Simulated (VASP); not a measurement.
Na7SrCl8 (a cell with a defect), 16 atoms in the cell. The cell holds a defect, 16 atoms: a = 7.920 Å, b = 7.920 Å, c = 7.920 Å, α = 60.00°, β = 60.00°, γ = 60.00°. 

| Item | Value |
| --- | --- |
| Program | VASP 6.6.1 |
| Task | single point |
| Functional | PBEsol |
| Dispersion | D3(BJ) |
| Potentials or basis | VASP PAW PBE potentials, release 64 (Cl, Na_pv, Sr_sv) |
| Cutoff | 520 eV |
| k mesh | 2 × 2 × 2, shifted |
| Occupations | fermi-dirac, width 0.05 eV |
| Spin | no spin polarisation |
| Dipole correction | no |
| Charge | 1 |
| Further INCAR settings | LREAL = Auto; ALGO = Normal; EDIFF = 1e-07; NBANDS = 72; NELECT = 114.0 |

Potentials or basis: VASP PAW PBE potentials, release 64 (Cl, Na_pv, Sr_sv).

Run with:

```bash
$ cat potpaw_PBE.64/Cl/POTCAR potpaw_PBE.64/Na_pv/POTCAR potpaw_PBE.64/Sr_sv/POTCAR > POTCAR
$ mpirun -np 1 vasp_std > vasp.out
```

Hardware: 1 thread of Intel(R) Xeon(R) Platinum 8488C (Sapphire Rapids) (shared host).

Task: Estimate the wall time of this run.

Result: Wall time 13 min on 1 thread of Intel(R) Xeon(R) Platinum 8488C (Sapphire Rapids), on a shared host, peak memory 0.61 GiB. Counts: scf iterations 15, k points 16.
